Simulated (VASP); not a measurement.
# Al3Cu (P4/mmm) in VASP: notebook, part 2 of 2

VASP 6.6.1. Earlier steps stand in the parts before.

### 3 Relaxation of shape and atoms at fixed volume, PBEsol (15.13 Å³/atom)

This run uses another cell than the first one, of 15.13 Å³/atom.

Input file INCAR:

```
SYSTEM = Al3Cu
  PREC = Accurate
  ENCUT = 600
  EDIFF = 1E-7
  ISMEAR = 0
  SIGMA = 0.1
  LREAL = .False.
  LASPH = .True.
  NELM = 80
  ALGO = Fast
  ISIF = 4
  LWAVE = .False.
  LCHARG = .False.
  GGA = PS
  IBRION = 2
  NSW = 50
  EDIFFG = -0.01
```

Input file KPOINTS:

```
Automatic mesh
0
Gamma
  16 16 6
  0 0 0
```

Input file POSCAR:

```
Al3Cu
1.0
    2.8072064142      0.0000000000      0.0000000000
    0.0000000000      2.8072064142      0.0000000000
    0.0000000000      0.0000000000      7.6782388102
Al Cu
3 1
Direct
    0.0000000000      0.0000000000      0.5000000000
    0.5000000000      0.5000000000      0.2206884218
    0.5000000000      0.5000000000      0.7793115782
    0.0000000000      0.0000000000      0.0000000000
```

Potentials or basis: VASP PAW PBE potentials, release 64 (Al, Cu).

Command:

```sh
$ cat potpaw_PBE.64/Al/POTCAR potpaw_PBE.64/Cu/POTCAR > POTCAR
$ mpirun -np 1 vasp_std > vasp.out
```

OUTCAR:

```text
SYSTEM = Al3Cu
   PREC = Accurate
   ENCUT = 600
   EDIFF = 1E-7
   ISMEAR = 0
   LREAL = .False.
   LASPH = .True.
   NELM = 80
   ISIF = 4
   GGA = PS
   IBRION = 2
   NSW = 50
   EDIFFG = -0.01

 ion  position               nearest neighbor table
   1  0.000  0.000  0.500-   2 2.92   3 2.92   2 2.92   3 2.92   2 2.92   3 2.92   2 2.92   3 2.92

   2  0.500  0.500  0.221-   4 2.61   4 2.61   4 2.61   4 2.61   1 2.92   1 2.92   1 2.92   1 2.92

   3  0.500  0.500  0.779-   4 2.61   4 2.61   4 2.61   4 2.61   1 2.92   1 2.92   1 2.92   1 2.92

   4  0.000  0.000  0.000-   2 2.61   3 2.61   2 2.61   3 2.61   2 2.61   3 2.61   2 2.61   3 2.61

  LATTYP: Found a simple tetragonal cell.
 ALAT       =     2.8072064142
 C/A-ratio  =     2.7351885388

  Lattice vectors:

 A1 = (   2.8072064142,   0.0000000000,   0.0000000000)
 A2 = (   0.0000000000,   2.8072064142,   0.0000000000)
 A3 = (   0.0000000000,   0.0000000000,   7.6782388102)

Analysis of symmetry for initial positions (statically):
=====================================================================
 Subroutine PRICEL returns:
 Original cell was already a primitive cell.

 Routine SETGRP: Setting up the symmetry group for a
 simple tetragonal supercell.

 Subroutine GETGRP returns: Found 16 space group operations
 (whereof 16 operations were pure point group operations)
[... 181 lines left out ...]
  external PRESSURE =     -28.7735592 kB  Pullay stress =       0.0000000 kB
[... 63 lines left out ...]
--------------------------------------- Ionic step        3  -------------------------------------------

 number of electron      20.0000000 magnetization

 Free energy of the ion-electron system (eV)
  ---------------------------------------------------
  ext. energy  EPLUGINS =         0.00000000
  ---------------------------------------------------
  free energy    TOTEN  =       -16.94579049 eV

  energy without entropy =      -16.93727390  energy(sigma->0) =      -16.94153219

 E-fermi :   8.0903     XC(G=0): -10.8205

 val. band max:        8.0870701603   @ k =   0.3750   0.3125   0.1667
 cond. band min:       8.1002151337   @ k =   0.3750   0.3750   0.5000
 fundamental gap:      0.0131449734
 Fermi energy:         8.0902926690

 k-point     1 :       0.0000    0.0000    0.0000
  band No.  band energies     occupation
      1      -2.9199      2.00000
      2      -0.5621      2.00000
      3      -0.2852      2.00000
      4       3.6575      2.00000
      5       3.7302      2.00000
      6       4.4979      2.00000
      7       4.4979      2.00000
      8       4.8740      2.00000
      9       6.3034      2.00000
     10       8.4808      0.00000
     11      14.4692      0.00000
     12      14.5865      0.00000
     13      14.5865      0.00000
     14      15.9566      0.00000
[... 377 lines left out ...]
      1       1.8149      2.00000
      2       1.9247      2.00000
      3       2.6306      2.00000
      4       3.7562      2.00000
      5       3.8498      2.00000
      6       3.8999      2.00000
      7       4.5417      2.00000
      8       4.7917      2.00000
      9       4.9117      2.00000
     10       5.8963      2.00000
     11       6.2404      2.00000
     12      11.0456      0.00000
     13      12.0533      0.00000
     14      12.1601      0.00000

 [... further k-points ...]
[... 5 lines left out ...]
  --------------------------------------------------------------------------------------
  -------------------------------------------------------------------------------------
  Total       -0.9630906     -0.9630906     -0.9805745      0.0000000      0.0000000      0.0000000
  in kB      -25.5015981    -25.5015981    -25.9645547      0.0000000      0.0000000      0.0000000
  external PRESSURE =     -25.6559170 kB  Pullay stress =       0.0000000 kB
[... 19 lines left out ...]
  FREE ENERGIE OF THE ION-ELECTRON SYSTEM (eV)
  ---------------------------------------------------
  free  energy   TOTEN  =       -16.9457904864 eV

  energy  without entropy=      -16.9372738983  energy(sigma->0) =      -16.94153219

 reached required accuracy - stopping structural energy minimisation
```

CONTCAR:

```text
Al3Cu
   1.00000000000000
     2.8061848935637741    0.0000000000000000   -0.0000000000000000
     0.0000000000000000    2.8061848935637741   -0.0000000000000000
    -0.0000000000000000   -0.0000000000000000    7.6838299649543647
  Al              Cu
     3     1
Direct
     0.0000000000000000    0.0000000000000000    0.5000000000000000
     0.5000000000000000    0.5000000000000000    0.2197023306090092
     0.5000000000000000    0.5000000000000000    0.7802976693909908
     0.0000000000000000    0.0000000000000000    1.0000000000000000

  0.00000000E+00  0.00000000E+00  0.00000000E+00
  0.00000000E+00  0.00000000E+00  0.00000000E+00
  0.00000000E+00  0.00000000E+00  0.00000000E+00
  0.00000000E+00  0.00000000E+00  0.00000000E+00
```

Wall time 4 min (1 thread of Intel Xeon Platinum 8559C (Emerald Rapids), shared host); peak memory 0.34 GiB.

What came out:

```
Free energy                  : -16.9458 eV
Energy gained by relaxing    : 0.1 meV/atom
Ionic steps                  : 3
Pressure after relaxing      : -2.6 GPa
Largest force after relaxing : 0.003 eV/Å
Band gap on the k mesh       : zero (bands 10 and 11 overlap by 5.99 eV)
```

Forces on the atoms (eV/Å):
```
Al   0.000  0.000  0.000
Al   0.000  0.000  0.003
Al   0.000  0.000 -0.003
Cu   0.000  0.000  0.000
```

Step by step:
```csv
step,energy change (eV),largest force (eV/Å),pressure (GPa),volume (Å³)
1,0.0000,0.0392,-2.88,60.51
2,-0.0001,0.0286,-2.63,60.51
3,-0.0003,0.0033,-2.57,60.51
```

Final structure:
```
CELL_PARAMETERS angstrom
2.80618 0.00000 0.00000
0.00000 2.80618 0.00000
0.00000 0.00000 7.68383
ATOMIC_POSITIONS crystal
Al 0.00000 0.00000 0.50000
Al 0.50000 0.50000 0.21970
Al 0.50000 0.50000 0.78030
Cu 0.00000 0.00000 0.00000
```

Levels at points of the mesh, in eV from the Fermi level:
```
           k point  band 7  band 8  band 9  band 10  band 11  band 12  band 13  band 14
(0.00, 0.00, 0.00)   -3.59   -3.22   -1.79     0.39     6.38     6.50     6.50     7.87
(0.50, 0.00, 0.00)   -3.67   -3.63   -3.49    -2.36    -1.92     2.60     3.76     3.80
(0.50, 0.50, 0.00)   -2.45   -0.42   -0.40     0.14     0.14     0.52     0.52     0.80
(0.00, 0.00, 0.50)   -3.59   -3.48   -3.22     3.92     5.40     6.38     7.08     7.08
(0.50, 0.00, 0.50)   -3.67   -3.49   -2.60    -1.07    -0.99     0.06     0.67     8.43
(0.50, 0.50, 0.50)   -1.80   -1.56   -1.56    -0.52    -0.46     0.63     1.45     3.29
```

Caveat: the PAW data sets were made with another functional, which shifts forces and pressure a little.

### 4 Relaxation of shape and atoms at fixed volume, PBEsol (15.57 Å³/atom)

This run uses another cell than the first one, of 15.57 Å³/atom.

Input file INCAR:

```
PREC = Accurate
ENCUT = 600
EDIFF = 1E-6
ISMEAR = 0
SIGMA = 0.1
LREAL = False
LASPH = True
NELM = 100
ALGO = Fast
ISIF = 4
LWAVE = False
LCHARG = False
GGA = PS
IBRION = 2
NSW = 50
EDIFFG = -0.01
```

Input file KPOINTS:

```
regular mesh
0
Gamma
  16 16 6
```

Input file POSCAR:

```
Al3Cu
1.0
    2.8332580926      0.0000000000      0.0000000000
    0.0000000000      2.8332580926      0.0000000000
    0.0000000000      0.0000000000      7.7572301241
Al Cu
3 1
Direct
    0.0000000000      0.0000000000      0.5000000000
    0.5000000000      0.5000000000      0.2192985491
    0.5000000000      0.5000000000      0.7807014509
    0.0000000000      0.0000000000      0.0000000000
```

Command:

```sh
$ cat potpaw_PBE.64/Al/POTCAR potpaw_PBE.64/Cu/POTCAR > POTCAR
$ mpirun -np 1 vasp_std > vasp.out
```

Wall time 4.6 min (1 thread of Intel Xeon Platinum 8559C (Emerald Rapids), shared host); peak memory 0.34 GiB.

The run converged. Its results:

```yaml
Free_energy: -16.9045 eV
Energy_gained_by_relaxing: 0.1 meV/atom
Ionic_steps: 3
Pressure_after_relaxing: -4.8 GPa
Band_gap_on_the_k_mesh: zero (bands 10 and 11 overlap by 5.91 eV)
```

Step by step:
| step | energy change (eV) | largest force (eV/Å) | pressure (GPa) | volume (Å³) |
| --- | --- | --- | --- | --- |
| 1 | 0.0000 | 0.0400 | -5.04 | 62.27 |
| 2 | -0.0001 | 0.0302 | -4.88 | 62.27 |
| 3 | -0.0003 | 0.0008 | -4.84 | 62.27 |

Final structure:
```
Al Cu
1.0
     2.83300    0.00000    0.00000
     0.00000    2.83300    0.00000
     0.00000    0.00000    7.75863
Al Cu
3 1
Direct
  0.00000 0.00000 0.50000
  0.50000 0.50000 0.21830
  0.50000 0.50000 0.78170
  0.00000 0.00000 0.00000
```

Levels at points of the mesh, in eV from the Fermi level:
| k point | band 7 | band 8 | band 9 | band 10 | band 11 | band 12 | band 13 | band 14 |
| --- | --- | --- | --- | --- | --- | --- | --- | --- |
| (0.00, 0.00, 0.00) | -3.53 | -3.17 | -1.73 | 0.34 | 6.36 | 6.36 | 6.37 | 7.82 |
| (0.50, 0.00, 0.00) | -3.60 | -3.57 | -3.43 | -2.33 | -1.93 | 2.58 | 3.69 | 3.69 |
| (0.50, 0.50, 0.00) | -2.38 | -0.41 | -0.39 | 0.15 | 0.15 | 0.54 | 0.54 | 0.86 |
| (0.00, 0.00, 0.50) | -3.53 | -3.41 | -3.17 | 3.83 | 5.30 | 6.38 | 6.95 | 6.95 |
| (0.50, 0.00, 0.50) | -3.60 | -3.43 | -2.56 | -1.07 | -0.95 | 0.07 | 0.60 | 8.20 |
| (0.50, 0.50, 0.50) | -1.77 | -1.49 | -1.49 | -0.51 | -0.43 | 0.63 | 1.30 | 3.31 |

Caveat: the PAW data sets were made with another functional, which shifts forces and pressure a little.

### 5 Single point, PBEsol

This run uses another cell than the first one, of 13.71 Å³/atom.

Input file INCAR:

```
PREC = Accurate ; ENCUT = 520
EDIFF = 1E-7 ; ISMEAR = -1
SIGMA = 0.15 ; LREAL = False
LASPH = True ; NELM = 80
ALGO = Fast ; ISIF = 2
LWAVE = False ; LCHARG = False
GGA = PS ; NBANDS = 18
```

Input file KPOINTS:

```
Automatic mesh
0
Gamma
  16 16 6
```

Input file POSCAR:

```
Al3Cu
1.0
    2.7230525673      0.0000000000      0.0000000000
    0.0000000000      2.7230525673      0.0000000000
    0.0000000000      0.0000000000      7.3959715917
Al Cu
3 1
Direct
    0.0000000000      0.0000000000      0.5000000000
    0.5000000000      0.5000000000      0.2242165303
    0.5000000000      0.5000000000      0.7757834697
    0.0000000000      0.0000000000      0.0000000000
```

Command:

```sh
$ cat potpaw_PBE.64/Al/POTCAR potpaw_PBE.64/Cu/POTCAR > POTCAR
$ mpirun -np 1 vasp_std > vasp.out
```

It took 3.6 min on 1 thread of Intel Xeon 8259CL, shared host; peak memory 0.28 GiB.

Results (log left out):

```yaml
Free_energy: -16.9123 eV
Pressure: 8.3 GPa
Largest_force: 0.019 eV/Å
Band_gap_on_the_k_mesh: zero (bands 10 and 11 overlap by 6.40 eV)
```

Forces in eV/Å, atoms in the order of the input:
```
Al   0.000  0.000  0.000
Al   0.000  0.000  0.019
Al   0.000  0.000 -0.019
Cu   0.000  0.000  0.000
```

Levels at points of the mesh, in eV from the Fermi level:
```
           k point  band 7  band 8  band 9  band 10  band 11  band 12  band 13  band 14
(0.00, 0.00, 0.00)   -3.84   -3.41   -1.85     0.67     6.37     6.92     6.92     8.01
(0.50, 0.00, 0.00)   -3.93   -3.84   -3.73    -2.43    -1.90     2.76     4.11     4.28
(0.50, 0.50, 0.00)   -2.70   -0.57   -0.38     0.10     0.10     0.48     0.48     0.58
(0.00, 0.00, 0.50)   -3.84   -3.71   -3.41     4.37     5.92     6.35     7.48     7.48
(0.50, 0.00, 0.50)   -3.93   -3.73   -2.75    -1.08    -0.98     0.08     1.01     8.95
(0.50, 0.50, 0.50)   -1.95   -1.80   -1.80    -0.61    -0.59     0.58     1.95     3.27
```

Caveat: the cell stands under pressure; the PAW data sets were made with another functional, which shifts forces and pressure a little.

### 6 Summary

```tsv
task	cell	cutoff (eV)	smearing	gap on the mesh (eV)	pressure (GPa)
relaxation of shape and atoms at fixed volume	relaxed from a = 2.752, b = 2.752, c = 7.526 Å, 4 atoms, atomic positions A	600	gaussian 0.1 eV	none	3.5
relaxation of shape and atoms at fixed volume	relaxed from a = 2.807, b = 2.807, c = 7.678 Å, 4 atoms, atomic positions A	600	gaussian 0.1 eV	none	-2.6
relaxation of shape and atoms at fixed volume	relaxed from a = 2.833, b = 2.833, c = 7.757 Å, 4 atoms, atomic positions B	600	gaussian 0.1 eV	none	-4.8
single point	a = 2.723, b = 2.723, c = 7.396 Å, 4 atoms, atomic positions C	520	fermi-dirac 0.15 eV	none	8.3
```

Alike in all rows: level PBEsol; potentials or basis VASP PAW PBE potentials, release 64 (Al, Cu); no spin polarisation; k mesh 16 × 16 × 6.

Caveats: the PAW data sets were made with another functional, which shifts forces and pressure a little; the cell stands under pressure (at least some runs).

Absolute energies hang on the potentials; compare differences alone.
